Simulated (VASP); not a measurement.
A run of VASP 6.6.1 is set up as follows.

Contents of INCAR:

```
SYSTEM = Sn
ALGO = Normal
EDIFF = 1E-7
ENCUT = 520
GGA = CA
ISIF = 2
ISMEAR = -1
LASPH = .True.
LCHARG = .True.
LELF = .True.
LREAL = .False.
LVHAR = .True.
LWAVE = .False.
NBANDS = 28
NELM = 80
PREC = Accurate
SIGMA = 0.1
```

File KPOINTS:

```
k-points
0
Gamma
  8 8 11
  0 0 0
```

Contents of POSCAR:

```
Sn
1.0
    5.4024708504      0.0000000000      0.0000000000
   -2.7012354252      4.6786769996      0.0000000000
    0.0000000000      0.0000000000      3.2896811236
Sn
3
Direct
    1.0000000000      0.0000000000      0.0000000000
    0.3333333333      0.6666666667      0.5000000000
    0.6666666667      0.3333333333      0.5000000000
```

Potentials or basis: VASP PAW LDA potentials, release 64 (Sn_d).

The run is started by

```sh
$ cat potpaw_LDA.64/Sn_d/POTCAR > POTCAR
$ mpirun -np 1 vasp_std > vasp.out
```

Task: What does it give for the pressure?

Result: -3.4 GPa.

Task: Predict the band gap on the k mesh.

Result: Zero (bands 21 and 22 overlap by 3.81 eV).

Stress tensor (GPa, compression positive):
```
-2.59  0.00  0.00
 0.00 -2.59  0.00
 0.00  0.00 -4.99
```

Caveat: the cell stands under tension; spin-orbit coupling is left out, which moves the levels of the heavy elements.
